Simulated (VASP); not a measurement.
A run of VASP 6.6.1:

The input INCAR:

```
SYSTEM = WC
PREC = Accurate
ENCUT = 600
EDIFF = 1E-6
ISMEAR = 1
SIGMA = 0.1
LREAL = .FALSE.
LASPH = .TRUE.
NELM = 80
ALGO = Normal
ISIF = 3
LWAVE = .FALSE.
LCHARG = .FALSE.
GGA = PS
IBRION = 2
NSW = 80
EDIFFG = -0.03
```

KPOINTS

```
Automatic mesh
0
G
  16 16 16
  0 0 0
```

File POSCAR:

```
WC
1.0
    0.0000000000      2.1926840000      2.1926840000
    2.1926840000      0.0000000000      2.1926840000
    2.1926840000      2.1926840000      0.0000000000
W C
1 1
Direct
    0.0000000000      0.0000000000      0.0000000000
    0.5000000000      0.5000000000      0.5000000000
```

Potentials or basis: VASP PAW PBE potentials, release 64 (W_sv, C).

The run is started by

```console
$ cat potpaw_PBE.64/W_sv/POTCAR potpaw_PBE.64/C/POTCAR > POTCAR
$ mpirun -np 1 vasp_std > vasp.out
```

Hardware: 1 thread of AMD EPYC 7R13, on a shared host.

Q: Estimate the wall time of this run.

A: Run time: 3 min on 1 thread of AMD EPYC 7R13, on a shared host, peak memory 0.18 GiB. Counts: scf iterations 28, k points 145, ion steps 3.
